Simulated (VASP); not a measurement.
# TiSi2 (P6/mmm) in VASP: further runs

The runs below take TiSi2 through single point, with PBE, PBE-based screened hybrid.

All numbers are computed with VASP 6.6.1; they aren't measurements. Logs are shortened: lines on timing, memory, paths and dates and some standing lists are left out, and cuts for length are marked.

### 1 The cell of the first run

It takes space group P6/mmm (No. 191, hexagonal). The conventional cell has a = 4.375 Å, b = 4.375 Å, c = 2.561 Å, α = 90.00°, β = 90.00°, γ = 120.00°. Ti (site symmetry 6/mmm) has 2 Ti at 2.56 Å and 12 Si at 2.83 Å within 3.4 Å. Si (site symmetry -6m2) has 5 Si at 2.53 to 2.56 Å and 6 Ti at 2.83 Å within 3.3 Å.

### 2 Single point, PBE

File INCAR:

```
SYSTEM = TiSi2
PREC = Accurate ; ENCUT = 520
EDIFF = 1E-7 ; ISMEAR = -1
SIGMA = 0.05 ; LREAL = .False.
LASPH = .True. ; NELM = 100
ALGO = Normal ; ISIF = 2
LWAVE = .False. ; LCHARG = .False.
GGA = PE ; NBANDS = 17
```

File KPOINTS:

```
regular mesh
0
Gamma
  7 7 10
  0 0 0
```

File POSCAR:

```
TiSi2
1.0
    4.3746400000      0.0000000000      0.0000000000
   -2.1873200000      3.7885500000      0.0000000000
    0.0000000000      0.0000000000      2.5610100000
Ti Si
1 2
Direct
    0.0000000000      0.0000000000      0.0000000000
    0.3333300000      0.6666700000      0.5000000000
    0.6666700000      0.3333300000      0.5000000000
```

Potentials or basis: VASP PAW PBE potentials, release 64 (Ti_sv, Si).

Started as:

```console
> cat potpaw_PBE.64/Ti_sv/POTCAR potpaw_PBE.64/Si/POTCAR > POTCAR
> mpirun -np 1 vasp_std > vasp.out
```

OUTCAR:

```text
SYSTEM = TiSi2
   PREC = Accurate
   ENCUT = 520
   EDIFF = 1E-7
   ISMEAR = -1
   LREAL = .False.
   LASPH = .True.
   NELM = 100
   ISIF = 2
   GGA = PE

 ion  position               nearest neighbor table
   1  0.000  0.000  0.000-   2 2.83   3 2.83   2 2.83   3 2.83   3 2.83   3 2.83   2 2.83   2 2.83
                             3 2.83   3 2.83   2 2.83   2 2.83
   2  0.333  0.667  0.500-   3 2.53   3 2.53   3 2.53   1 2.83   1 2.83   1 2.83   1 2.83   1 2.83
                             1 2.83
   3  0.667  0.333  0.500-   2 2.53   2 2.53   2 2.53   1 2.83   1 2.83   1 2.83   1 2.83   1 2.83
                             1 2.83

  LATTYP: Found a hexagonal cell.
 ALAT       =     4.3746400000
 C/A-ratio  =     0.5854218861

  Lattice vectors:

 A1 = (   4.3746400000,   0.0000000000,   0.0000000000)
 A2 = (  -2.1873200000,   3.7885500000,   0.0000000000)
 A3 = (   0.0000000000,   0.0000000000,   2.5610100000)

Analysis of symmetry for initial positions (statically):
=====================================================================
 Subroutine PRICEL returns:
 Original cell was already a primitive cell.

 Routine SETGRP: Setting up the symmetry group for a
 hexagonal supercell.

 Subroutine GETGRP returns: Found  8 space group operations
 (whereof  8 operations were pure point group operations)
 out of a pool of 24 trial point group operations.

The static configuration has the point symmetry D_2h.

Analysis of symmetry for dynamics (positions and initial velocities):
=====================================================================
 Subroutine PRICEL returns:
 Original cell was already a primitive cell.

 Routine SETGRP: Setting up the symmetry group for a
 hexagonal supercell.

 Subroutine GETGRP returns: Found  8 space group operations
 (whereof  8 operations were pure point group operations)
 out of a pool of 24 trial point group operations.

The dynamic configuration has the point symmetry D_2h.

 Subroutine INISYM returns: Found  8 space group operations
 (whereof  8 operations are pure point group operations),
 and found     1 'primitive' translations

----------------------------------------------------------------------------------------

                                     Primitive cell

  volume of cell :      42.4450

  direct lattice vectors                    reciprocal lattice vectors
     4.374640000  0.000000000  0.000000000     0.228590238  0.131976614  0.000000000
    -2.187320000  3.788550000  0.000000000     0.000000000  0.263953227  0.000000000
     0.000000000  0.000000000  2.561010000     0.000000000  0.000000000  0.390470947

  length of vectors
     4.374640000  4.374640544  2.561010000     0.263953260  0.263953227  0.390470947

  position of ions in fractional coordinates (direct lattice)
     0.000000000  0.000000000  0.000000000
     0.333330000  0.666670000  0.500000000
     0.666670000  0.333330000  0.500000000

  ion indices of the primitive-cell ions
   primitive index   ion index
                 1           1
                 2           2
                 3           3

----------------------------------------------------------------------------------------

 KPOINTS: regular mesh

Automatic generation of k-mesh.
 Grid dimensions read from file:
 generate k-points for:    7    7   10

 Generating k-lattice:

  Cartesian coordinates                     Fractional coordinates (reciprocal lattice)
     0.032655748  0.018853802  0.000000000     0.142857143  0.000000000  0.000000000
     0.000000000  0.037707604  0.000000000     0.000000000  0.142857143  0.000000000
     0.000000000  0.000000000  0.039047095     0.000000000  0.000000000  0.100000000

  Length of vectors
     0.037707609  0.037707604  0.039047095

  Shift w.r.t. Gamma in fractional coordinates (k-lattice)
     0.000000000  0.000000000  0.000000000

 Subroutine IBZKPT returns following result:
 ===========================================

 Found     96 irreducible k-points:

 Following reciprocal coordinates:
            Coordinates               Weight
  0.000000  0.000000  0.000000      1.000000
  0.142857  0.000000  0.000000      4.000000
 -0.142857  0.142857  0.000000      2.000000
  0.285714 -0.000000  0.000000      4.000000
 -0.285714  0.285714  0.000000      2.000000
  0.428571 -0.000000  0.000000      4.000000
[... 16 lines left out ...]
 -0.428571  0.428571  0.100000      4.000000
  0.142857  0.142857  0.100000      4.000000
 [... further k-points ...]
   k-points           NKPTS =     96   k-points in BZ     NKDIM =     96   number of bands    NBANDS=     17
   number of dos      NEDOS =    301   number of ions     NIONS =      3
   total plane-waves  NPLWV =  25920
   dimension x,y,z NGX =    36 NGY =   36 NGZ =   20
   dimension x,y,z NGXF=    72 NGYF=   72 NGZF=   40
   ions per type =               1   2
   NGX,Y,Z   is equivalent  to a cutoff of  13.68, 13.68, 12.98 a.u.
   NGXF,Y,Z  is equivalent  to a cutoff of  27.36, 27.36, 25.97 a.u.
 SYSTEM =  TiSi2
   PREC   = accura    normal or accurate (medium, high low for compatibility)
   ISTART =      0    job   : 0-new  1-cont  2-samecut
   ICHARG =      2    charge: 1-file 2-atom 10-const
   ISPIN  =      1    spin polarized calculation?
   LNONCOLLINEAR =      F non collinear calculations
   LSORBIT =      F    spin-orbit coupling
   LASPH  =      T    aspherical Exc in radial PAW
   ENCUT  =  520.0 eV  38.22 Ry    6.18 a.u.   8.13  8.13  4.76*2*pi/ulx,y,z
   NELM   =    100;   NELMIN=  2; NELMDL= -5     # of ELM steps
   EDIFF  = 0.1E-06   stopping-criterion for ELM
   LREAL  =      F    real-space projection
   EDIFFG = 0.1E-05   stopping-criterion for IOM
   NSW    =      0    number of steps for IOM
   IBRION =     -1    ionic relax: 0-MD 1-quasi-New 2-CG
   NFREE  =      0    steps in history (QN), initial steepest desc. (CG)
   ISIF   =      2    stress and relaxation
   ISYM   =      2    0-nonsym 1-usesym 2-fastsym
   POTIM  = 0.5000    time-step for ionic-motion
   TEBEG  =    0.0;   TEEND  =   0.0 temperature during run
   PSTRESS=    0.0 pullay stress
   NELECT =      20.0000    total number of electrons
   NUPDOWN=      -1.0000    fix difference up-down
   EMIN   =  10.00;   EMAX   =-10.00  energy-range for DOS
   EFERMI =   0.00;   METHOD = LEGACY
   ISMEAR =    -1;   SIGMA  =   0.05  broadening in eV -4-tet -1-fermi 0-gaus
   EFERMI_NEDOS =   21; number of points for ismear=-14 and -15
   IALGO  =     38    algorithm
   IMIX   =      4    mixing-type and parameters
     AMIX     =   0.40;   BMIX     =  1.00
     AMIX_MAG =   1.60;   BMIX_MAG =  1.00
  volume/ion in A,a.u.               =      14.15        95.48
  Fermi-wavevector in a.u.,A,eV,Ry     =   1.273921  2.407362 22.080564  1.622876
  Thomas-Fermi vector in A             =   2.406718
   LORBIT       =      0    0 simple, 1 ext, 2 COOP (PROOUT), +10 PAW based schemes
   GGA     = PE    functional components
   LHFCALC =     F    Hartree Fock is set to
   AEXX    =    0.0000 exact exchange contribution
   IVDW    =     0    specifies the selected vdW correction
   LEPSILON=     F    determine dielectric tensor
   LRPA    =     F    only Hartree local field effects (RPA)
 non-spin polarized calculation
  energy-cutoff  :      520.00
  volume of cell :       42.45
 maximum number of plane-waves:      1158
 NGX is ok and might be reduce to    36
   NGX = 17   NGY = 17   NGZ =  9

 number of electron      20.0000000 magnetization

 Free energy of the ion-electron system (eV)
  ---------------------------------------------------
  ext. energy  EPLUGINS =         0.00000000
  ---------------------------------------------------
  free energy    TOTEN  =       -19.41903099 eV

  energy without entropy =      -19.40249725  energy(sigma->0) =      -19.41076412

 E-fermi :  10.5772     XC(G=0): -11.6725

 val. band max:       10.5770171819   @ k =  -0.1429   0.2857   0.2000
 cond. band min:      10.6237481438   @ k =  -0.2857   0.2857   0.1000
 fundamental gap:      0.0467309619
 Fermi energy:        10.5771950505

 k-point     1 :       0.0000    0.0000    0.0000
  band No.  band energies     occupation
      1     -46.1534      2.00000
      2     -22.4682      2.00000
      3     -22.4682      2.00000
      4     -21.8312      2.00000
      5      -2.6165      2.00000
      6       5.3408      2.00000
[... 9 lines left out ...]
     16      16.3185      0.00000
     17      17.6640      0.00000

 k-point     2 :       0.1429    0.0000    0.0000
  band No.  band energies     occupation
      1     -46.1533      2.00000
      2     -22.4709      2.00000
      3     -22.4688      2.00000
      4     -21.8312      2.00000
      5      -2.4140      2.00000
      6       3.5866      2.00000
[... 9 lines left out ...]
     16      16.8552      0.00000
     17      17.9213      0.00000

 k-point     3 :      -0.1429    0.1429    0.0000
  band No.  band energies     occupation
      1     -46.1533      2.00000
      2     -22.4709      2.00000
      3     -22.4688      2.00000
      4     -21.8312      2.00000
      5      -2.4140      2.00000
      6       3.5867      2.00000
[... 9 lines left out ...]
     16      16.8552      0.00000
     17      17.9213      0.00000

 k-point     4 :       0.2857   -0.0000    0.0000
  band No.  band energies     occupation
      1     -46.1531      2.00000
      2     -22.4771      2.00000
      3     -22.4702      2.00000
      4     -21.8310      2.00000
      5      -1.8323      2.00000
      6       1.9790      2.00000
[... 9 lines left out ...]
     16      17.7476      0.00000
     17      18.5977      0.00000

 k-point     5 :      -0.2857    0.2857    0.0000
  band No.  band energies     occupation
      1     -46.1531      2.00000
      2     -22.4771      2.00000
      3     -22.4702      2.00000
      4     -21.8310      2.00000
      5      -1.8324      2.00000
      6       1.9791      2.00000
[... 9 lines left out ...]
     16      17.7476      0.00000
     17      18.5977      0.00000

 k-point     6 :       0.4286   -0.0000    0.0000
  band No.  band energies     occupation
      1     -46.1530      2.00000
      2     -22.4820      2.00000
      3     -22.4713      2.00000
      4     -21.8309      2.00000
      5      -1.0011      2.00000
      6       0.6583      2.00000
[... 9 lines left out ...]
     16      16.8761      0.00000
     17      18.6017      0.00000

 k-point     7 :      -0.4286    0.4286    0.0000
  band No.  band energies     occupation
      1     -46.1530      2.00000
      2     -22.4820      2.00000
      3     -22.4713      2.00000
      4     -21.8309      2.00000
      5      -1.0012      2.00000
      6       0.6585      2.00000
[... 9 lines left out ...]
     16      16.8764      0.00000
     17      18.6018      0.00000

 k-point     8 :       0.1429    0.1429    0.0000
  band No.  band energies     occupation
      1     -46.1532      2.00000
      2     -22.4750      2.00000
      3     -22.4702      2.00000
      4     -21.8311      2.00000
      5      -2.0214      2.00000
      6       2.4389      2.00000
[... 9 lines left out ...]
     16      17.5052      0.00000
     17      18.3868      0.00000
[... 203 lines left out ...]
      1     -46.1377      2.00000
      2     -22.4575      2.00000
      3     -22.4554      2.00000
      4     -21.9376      2.00000
      5      -2.1911      2.00000
      6       3.7924      2.00000
[... 9 lines left out ...]
     16      15.3295      0.00000
     17      17.4403      0.00000

 k-point    20 :       0.2857   -0.0000    0.1000
  band No.  band energies     occupation
      1     -46.1375      2.00000
      2     -22.4634      2.00000
      3     -22.4568      2.00000
      4     -21.9374      2.00000
      5      -1.6171      2.00000
      6       2.1850      2.00000
[... 9 lines left out ...]
     16      15.8918      0.00000
     17      19.1343      0.00000

 k-point    21 :      -0.2857    0.2857    0.1000
  band No.  band energies     occupation
      1     -46.1375      2.00000
      2     -22.4634      2.00000
      3     -22.4568      2.00000
      4     -21.9374      2.00000
      5      -1.6172      2.00000
      6       2.1851      2.00000
[... 9 lines left out ...]
     16      15.8918      0.00000
     17      19.1566      0.00000

 k-point    22 :       0.4286   -0.0000    0.1000
  band No.  band energies     occupation
      1     -46.1374      2.00000
      2     -22.4681      2.00000
      3     -22.4579      2.00000
      4     -21.9372      2.00000
      5      -0.7999      2.00000
      6       0.8726      2.00000
[... 9 lines left out ...]
     16      16.2261      0.00000
     17      17.7602      0.00000

 k-point    23 :      -0.4286    0.4286    0.1000
  band No.  band energies     occupation
      1     -46.1374      2.00000
      2     -22.4681      2.00000
      3     -22.4579      2.00000
      4     -21.9372      2.00000
      5      -0.8000      2.00000
      6       0.8728      2.00000
[... 9 lines left out ...]
     16      16.2262      0.00000
     17      17.7601      0.00000

 k-point    24 :       0.1429    0.1429    0.1000
  band No.  band energies     occupation
      1     -46.1376      2.00000
      2     -22.4614      2.00000
      3     -22.4568      2.00000
      4     -21.9374      2.00000
      5      -1.8036      2.00000
      6       2.6428      2.00000
[... 9 lines left out ...]
     16      15.7407      0.00000
     17      18.6976      0.00000

 [... further k-points ...]
[... 5 lines left out ...]
  --------------------------------------------------------------------------------------
  -------------------------------------------------------------------------------------
  Total        0.0087970      0.0089913     -0.2148074      0.0001683      0.0000000      0.0000000
  in kB        0.3320606      0.3393970     -8.1083636      0.0063534      0.0000000      0.0000000
  external PRESSURE =      -2.4789687 kB  Pullay stress =       0.0000000 kB

 VOLUME and BASIS-vectors are now :
 -----------------------------------------------------------------------------
  energy-cutoff  :      520.00
  volume of cell :       42.45
      direct lattice vectors                 reciprocal lattice vectors
     4.374640000  0.000000000  0.000000000     0.228590238  0.131976614  0.000000000
    -2.187320000  3.788550000  0.000000000     0.000000000  0.263953227  0.000000000
     0.000000000  0.000000000  2.561010000     0.000000000  0.000000000  0.390470947

 POSITION                                       TOTAL-FORCE (eV/Angst)
 -----------------------------------------------------------------------------------
      0.00000      0.00000      0.00000        -0.000000      0.000000      0.000000
     -0.00002      2.52571      1.28051         0.000256     -0.000148      0.000000
      2.18734      1.26284      1.28051        -0.000256      0.000148      0.000000
 -----------------------------------------------------------------------------------
    total drift:                               -0.000000     -0.000000     -0.000000

  FREE ENERGIE OF THE ION-ELECTRON SYSTEM (eV)
  ---------------------------------------------------
  free  energy   TOTEN  =       -19.4190309894 eV

  energy  without entropy=      -19.4024972535  energy(sigma->0) =      -19.41076412
```

Wall time 2.5 min (1 thread of Intel Xeon 6975P-C, shared host); peak memory 0.18 GiB.

Results:

| Item | Value |
| --- | --- |
| Free energy | -19.4190 eV |
| Pressure | -0.2 GPa |
| Band gap on the k mesh | zero (band 10 reaches 11.29 eV, above the bottom of band 11 at 8.70 eV) |

Levels at points of the mesh, in eV from the Fermi level:
```csv
k point,band 7,band 8,band 9,band 10,band 11,band 12,band 13,band 14
"(0.00, 0.00, 0.00)",-5.24,-5.10,-1.66,-0.98,-0.98,2.86,2.86,3.37
"(0.00, 0.00, 0.50)",-2.29,-2.29,-0.86,-0.85,-0.84,-0.29,-0.29,1.36
```

### 3 Single point, PBE-based screened hybrid

POSCAR is that of step 2.

File INCAR.step1:

```
SYSTEM = TiSi2
ALGO     = Normal         ! electronic algorithm
EDIFF    = 1E-5           ! SCF threshold, eV
ENCUT    = 520            ! plane-wave cutoff, eV
GGA      = PE             ! functional
ISIF     = 2              ! what is computed and relaxed
ISMEAR   = -1             ! smearing method
LASPH    = .True.         ! aspherical terms in the spheres
LREAL    = .False.        ! projectors in reciprocal space
LWAVE    = .True.         ! write WAVECAR
NBANDS   = 17             ! bands
NELM     = 100            ! most SCF steps
PREC     = Accurate       ! precision mode
SIGMA    = 0.05           ! smearing width, eV
```

File INCAR.step2:

```
SYSTEM = TiSi2
AEXX     = 0.4            ! exact-exchange fraction
ALGO     = Normal         ! electronic algorithm
EDIFF    = 1E-6           ! SCF threshold, eV
ENCUT    = 520            ! plane-wave cutoff, eV
GGA      = PE             ! functional
HFSCREEN = 0.2            ! screening, 1/A
ISIF     = 2              ! what is computed and relaxed
ISMEAR   = -1             ! smearing method
ISTART   = 1            
LASPH    = .True.         ! aspherical terms in the spheres
LCHARG   = .True.         ! write CHGCAR
LELF     = .True.         ! ELF
LHFCALC  = .True.         ! exact exchange
LREAL    = .False.        ! projectors in reciprocal space
LVHAR    = .True.       
LWAVE    = .False.        ! write WAVECAR
NBANDS   = 17             ! bands
NELM     = 100            ! most SCF steps
PREC     = Accurate       ! precision mode
PRECFOCK = Normal       
SIGMA    = 0.05           ! smearing width, eV
```

File KPOINTS:

```
k-points
0
Gamma
  4 4 5
  0 0 0
```

Potentials or basis: VASP PAW PBE potentials, release 64 (Ti_sv, Si).

Started as:

```console
> cat potpaw_PBE.64/Ti_sv/POTCAR potpaw_PBE.64/Si/POTCAR > POTCAR
> cp INCAR.step1 INCAR
> mpirun -np 1 vasp_std > vasp.out
> cp INCAR.step2 INCAR
> mpirun -np 1 vasp_std > vasp.out
```

Wall time 45 min (1 thread of Intel Xeon Platinum 8375C at 2.90GHz (Ice Lake), shared host); peak memory 0.29 GiB.

The run converged. Its results:

| Property | Result |
| --- | --- |
| Free energy | -24.6196 eV |
| Pressure | -4.0 GPa |
| Band gap on the k mesh | zero (band 10 reaches 11.51 eV, above the bottom of band 11 at 8.24 eV) |

Stress tensor (GPa, compression positive):
```
  2.54   0.00   0.00
  0.00   2.54   0.00
  0.00   0.00 -17.23
```

Levels at points of the mesh, in eV from the Fermi level:
| k point | band 7 | band 8 | band 9 | band 10 | band 11 | band 12 | band 13 | band 14 |
| --- | --- | --- | --- | --- | --- | --- | --- | --- |
| (0.00, 0.00, 0.00) | -6.59 | -6.38 | -2.88 | -1.81 | -1.81 | 4.78 | 4.78 | 4.78 |
| (0.50, 0.00, 0.00) | -6.83 | -5.52 | -1.75 | -0.72 | 3.60 | 4.07 | 4.33 | 4.71 |
| (0.50, 0.50, 0.00) | -6.83 | -5.52 | -1.75 | -0.72 | 3.60 | 4.07 | 4.33 | 4.71 |

Caveat: the k points lie up to 0.49 Å⁻¹ apart; the PAW data sets were made with another functional, which shifts forces and pressure a little.

[end of part 1 of 2]
